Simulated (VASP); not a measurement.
# HW4S8 (a cell with a defect) in VASP: further runs, part 2 of 2

VASP 6.6.1. The steps go on from the part before.

## Step 3: Single point, PBE

INCAR

```
PREC = Accurate
ENCUT = 520
EDIFF = 1E-6
ISMEAR = 0
SIGMA = 0.02
LREAL = False
LASPH = True
NELM = 80
ALGO = Normal
ISIF = 2
LWAVE = False
LCHARG = False
GGA = PE
NELECT = 106.0
NBANDS = 64
```

KPOINTS

```
Automatic mesh
0
Gamma
  3 3 3
```

POSCAR

```
HW4S8
1.0
    3.1877473260     -5.5213403304      0.0000000000
   -3.1877473260     -5.5213403304      0.0000000000
    0.0000000000     -3.6808935536     -7.4744493696
W S H
4 8 1
Direct
    0.4862813999      0.4978353270      1.0155285861
    0.0013917369      0.4963120799      0.9898373290
    0.4937390343      0.0023180277      0.9990987470
    0.0013912403      0.0099286170      0.9898396034
    0.8993982615      0.9064383427      0.7851959000
    0.4132983655      0.8882933526      0.7911495158
    0.9577880613      0.3944620457      0.7507492154
    0.4132984875      0.4047322502      0.7911540647
    0.7640318375      0.7653380891      0.2027627622
    0.2498583605      0.7742198701      0.2114450071
    0.7638648435      0.2632903510      0.2070240794
    0.2498593382      0.2619493805      0.2114393880
    0.2061507338      0.3286206036      0.6340730622
```

Potentials or basis: VASP PAW PBE potentials, release 64 (W_sv, S, H).

The run is started by

```
$ cat potpaw_PBE.64/W_sv/POTCAR potpaw_PBE.64/S/POTCAR potpaw_PBE.64/H/POTCAR > POTCAR
$ mpirun -np 1 vasp_std > vasp.out
```

OUTCAR:

```text
PREC = Accurate
   ENCUT = 520
   EDIFF = 1E-6
   ISMEAR = 0
   LREAL = False
   LASPH = True
   NELM = 80
   ISIF = 2
   GGA = PE
   NELECT = 106.0

 ion  position               nearest neighbor table
   1  0.486  0.498  0.016-  11 2.37  10 2.39  12 2.39   8 2.42   6 2.42   7 2.90   4 3.18   2 3.18
                             3 3.19   3 3.19   2 3.20   4 3.20
   2  0.001  0.496  0.990-   8 2.42  11 2.42   5 2.43  12 2.43   9 2.46   7 2.46   4 3.10   3 3.15
                             1 3.18   1 3.20   3 3.23   4 3.27
   3  0.494  0.002  0.999-   9 2.41   8 2.41   6 2.41  12 2.42  10 2.42   5 2.44   2 3.15   4 3.15
                             1 3.19   1 3.19   4 3.23   2 3.23
   4  0.001  0.010  0.990-   6 2.42  11 2.42   5 2.43  10 2.43   9 2.46   7 2.46   2 3.10   3 3.15
                             1 3.18   1 3.20   3 3.23   2 3.27
   5  0.899  0.906  0.785-   2 2.43   4 2.43   3 2.44
   6  0.413  0.888  0.791-   3 2.41   1 2.42   4 2.42
   7  0.958  0.394  0.751-  13 1.45   4 2.46   2 2.46   1 2.90
   8  0.413  0.405  0.791-   3 2.41   1 2.42   2 2.42
   9  0.764  0.765  0.203-   3 2.41   4 2.46   2 2.46
  10  0.250  0.774  0.211-   1 2.39   3 2.42   4 2.43
  11  0.764  0.263  0.207-   1 2.37   4 2.42   2 2.42
  12  0.250  0.262  0.211-   1 2.39   3 2.42   2 2.43
  13  0.206  0.329  0.634-   7 1.45

  LATTYP: Found a trigonal (rhomboedric) cell.
 ALAT       =     8.3316487403
 COS(alpha) =     0.7072237310

  Lattice vectors:

 A1 = (  -3.1877473260,   1.8404467768,  -7.4744493696)
 A2 = (   3.1877473260,   1.8404467768,  -7.4744493696)
 A3 = (   0.0000000000,  -3.6808935536,  -7.4744493696)

Analysis of symmetry for initial positions (statically):
=====================================================================
 Subroutine PRICEL returns:
 Original cell was already a primitive cell.

 Routine SETGRP: Setting up the symmetry group for a
 trigonal (rhombohedral) supercell.

 Subroutine GETGRP returns: Found  1 space group operations
 (whereof  1 operations were pure point group operations)
 out of a pool of 12 trial point group operations.

The static configuration has the point symmetry C_1 .

Analysis of symmetry for dynamics (positions and initial velocities):
=====================================================================
 Subroutine PRICEL returns:
 Original cell was already a primitive cell.

 Routine SETGRP: Setting up the symmetry group for a
 trigonal (rhombohedral) supercell.

 Subroutine GETGRP returns: Found  1 space group operations
 (whereof  1 operations were pure point group operations)
 out of a pool of 12 trial point group operations.

The dynamic configuration has the point symmetry C_1 .

 Subroutine INISYM returns: Found  1 space group operations
 (whereof  1 operations are pure point group operations),
 and found     1 'primitive' translations

----------------------------------------------------------------------------------------

                                     Primitive cell

  volume of cell :     263.1102

  direct lattice vectors                    reciprocal lattice vectors
     3.187747326 -5.521340330  0.000000000     0.156850575 -0.090557722  0.044596373
[... 81 lines left out ...]
   total plane-waves  NPLWV = 147456
   dimension x,y,z NGX =    48 NGY =   48 NGZ =   64
   dimension x,y,z NGXF=    96 NGYF=   96 NGZF=  128
   ions per type =               4   8   1
   NGX,Y,Z   is equivalent  to a cutoff of  12.52, 12.52, 12.77 a.u.
   NGXF,Y,Z  is equivalent  to a cutoff of  25.03, 25.03, 25.54 a.u.
 SYSTEM =  unknown system
   PREC   = accura    normal or accurate (medium, high low for compatibility)
   ISTART =      0    job   : 0-new  1-cont  2-samecut
   ICHARG =      2    charge: 1-file 2-atom 10-const
   ISPIN  =      1    spin polarized calculation?
   LNONCOLLINEAR =      F non collinear calculations
   LSORBIT =      F    spin-orbit coupling
   LASPH  =      T    aspherical Exc in radial PAW
   ENCUT  =  520.0 eV  38.22 Ry    6.18 a.u.  11.85 11.85 15.49*2*pi/ulx,y,z
   NELM   =     80;   NELMIN=  2; NELMDL= -5     # of ELM steps
   EDIFF  = 0.1E-05   stopping-criterion for ELM
   LREAL  =      F    real-space projection
   EDIFFG = 0.1E-04   stopping-criterion for IOM
   NSW    =      0    number of steps for IOM
   IBRION =     -1    ionic relax: 0-MD 1-quasi-New 2-CG
   NFREE  =      0    steps in history (QN), initial steepest desc. (CG)
   ISIF   =      2    stress and relaxation
   ISYM   =      2    0-nonsym 1-usesym 2-fastsym
   POTIM  = 0.5000    time-step for ionic-motion
   TEBEG  =    0.0;   TEEND  =   0.0 temperature during run
   PSTRESS=    0.0 pullay stress
   NELECT =     106.0000    total number of electrons
   NUPDOWN=      -1.0000    fix difference up-down
   EMIN   =  10.00;   EMAX   =-10.00  energy-range for DOS
   EFERMI =   0.00;   METHOD = LEGACY
   ISMEAR =     0;   SIGMA  =   0.02  broadening in eV -4-tet -1-fermi 0-gaus
   EFERMI_NEDOS =   21; number of points for ismear=-14 and -15
   IALGO  =     38    algorithm
   IMIX   =      4    mixing-type and parameters
     AMIX     =   0.40;   BMIX     =  1.00
     AMIX_MAG =   1.60;   BMIX_MAG =  1.00
  volume/ion in A,a.u.               =      20.24       136.58
  Fermi-wavevector in a.u.,A,eV,Ry     =   1.209106  2.284878 19.890853  1.461936
  Thomas-Fermi vector in A             =   2.344693
   LORBIT       =      0    0 simple, 1 ext, 2 COOP (PROOUT), +10 PAW based schemes
   GGA     = PE    functional components
   LHFCALC =     F    Hartree Fock is set to
   AEXX    =    0.0000 exact exchange contribution
   IVDW    =     0    specifies the selected vdW correction
   LEPSILON=     F    determine dielectric tensor
   LRPA    =     F    only Hartree local field effects (RPA)
 non-spin polarized calculation
 Gauss-broadening in eV      SIGMA  =   0.02
  energy-cutoff  :      520.00
  volume of cell :      263.11
 maximum number of plane-waves:      7114
   NGX = 23   NGY = 23   NGZ = 31

 number of electron     106.0000003 magnetization

 Free energy of the ion-electron system (eV)
  ---------------------------------------------------
  ext. energy  EPLUGINS =         0.00000000
  ---------------------------------------------------
  free energy    TOTEN  =       -90.45079760 eV

  energy without entropy =      -90.45079760  energy(sigma->0) =      -90.45079760

 E-fermi :   6.2181     XC(G=0):  -9.6615

 val. band max:        6.0318443878   @ k =   0.0000   0.0000   0.0000
 cond. band min:       6.3771153396   @ k =  -0.3333   0.3333   0.3333
 fundamental gap:      0.3452709518
 Fermi energy:         6.2180744216

 k-point     1 :       0.0000    0.0000    0.0000
  band No.  band energies     occupation
      1     -69.2991      2.00000
      2     -69.2663      2.00000
      3     -69.2586      2.00000
      4     -68.7215      2.00000
      5     -33.7245      2.00000
      6     -33.6270      2.00000
[... 927 lines left out ...]
     63       8.2243      0.00000
     64       8.2832      0.00000

------------------------ aborting loop because EDIFF is reached ----------------------------------------

  FORCE on cell =-STRESS in cart. coord.  units (eV):
  Direction    XX          YY          ZZ          XY          YZ          ZX
  --------------------------------------------------------------------------------------
  -------------------------------------------------------------------------------------
  Total       10.8749735      9.8622701      9.7549722     -0.8757929      0.0128058     -0.0217054
  in kB       66.2218307     60.0550965     59.4017189     -5.3330347      0.0779797     -0.1321724
  external PRESSURE =      61.8928820 kB  Pullay stress =       0.0000000 kB

 VOLUME and BASIS-vectors are now :
 -----------------------------------------------------------------------------
  energy-cutoff  :      520.00
  volume of cell :      263.11
      direct lattice vectors                 reciprocal lattice vectors
     3.187747326 -5.521340330  0.000000000     0.156850575 -0.090557722  0.044596373
    -3.187747326 -5.521340330  0.000000000    -0.156850575 -0.090557722  0.044596373
     0.000000000 -3.680893554 -7.474449370     0.000000000  0.000000000 -0.133789120

 POSITION                                       TOTAL-FORCE (eV/Angst)
 -----------------------------------------------------------------------------------
     -0.03683     -5.49080     -0.11607        -0.000354      0.000476     -0.000087
     -1.57768     -6.39148     -7.39849         0.002065      0.000287     -0.002786
      1.56653     -6.41648     -7.46771        -0.000117      0.000525     -0.005146
     -0.02721     -3.70599     -7.39851         0.001162     -0.001938     -0.002498
     -0.02244    -12.86086     -5.86891         0.001432     -0.000869      0.009129
     -1.51416    -10.09867     -5.91341        -0.000897     -0.000536      0.006626
      1.79574    -10.22966     -5.61144         0.029260     -0.017288      0.041174
      0.02731     -7.42878     -5.91344         0.000116      0.001021      0.007099
     -0.00416     -9.19052     -1.51554        -0.001076      0.000538     -0.008715
     -1.67153     -6.43259     -1.58044        -0.002387     -0.001423     -0.006849
      1.59570     -6.43331     -1.54739        -0.001341      0.000642     -0.006089
     -0.03854     -3.60416     -1.58039        -0.000017      0.002433     -0.007278
     -0.39040     -5.28661     -4.73935        -0.027845      0.016133     -0.024580
 -----------------------------------------------------------------------------------
    total drift:                               -0.000153     -0.000105     -0.000237

  FREE ENERGIE OF THE ION-ELECTRON SYSTEM (eV)
  ---------------------------------------------------
  free  energy   TOTEN  =       -90.4507975988 eV

  energy  without entropy=      -90.4507975988  energy(sigma->0) =      -90.45079760
```

Wall time 8.1 min (1 thread of Oxide Virtual Turin-like, shared host); peak memory 0.44 GiB.

Results:

| Item | Value |
| --- | --- |
| Free energy | -90.4508 eV |
| Largest force | 0.053 eV/Å |

Forces in eV/Å, atoms in the order of the input:
```
W    0.000  0.000  0.000
W    0.002  0.000 -0.003
W    0.000  0.001 -0.005
W    0.001 -0.002 -0.002
S    0.001 -0.001  0.009
S   -0.001 -0.001  0.007
S    0.029 -0.017  0.041
S    0.000  0.001  0.007
S   -0.001  0.001 -0.009
S   -0.002 -0.001 -0.007
S   -0.001  0.001 -0.006
S    0.000  0.002 -0.007
H   -0.028  0.016 -0.025
```

Caveat: the cell carries a net charge on a neutralising background, which shifts energy and pressure; the cell is charged against a uniform background, so pressure and absolute levels hang on convention; spin-orbit coupling is left out, which moves the levels of the heavy elements.
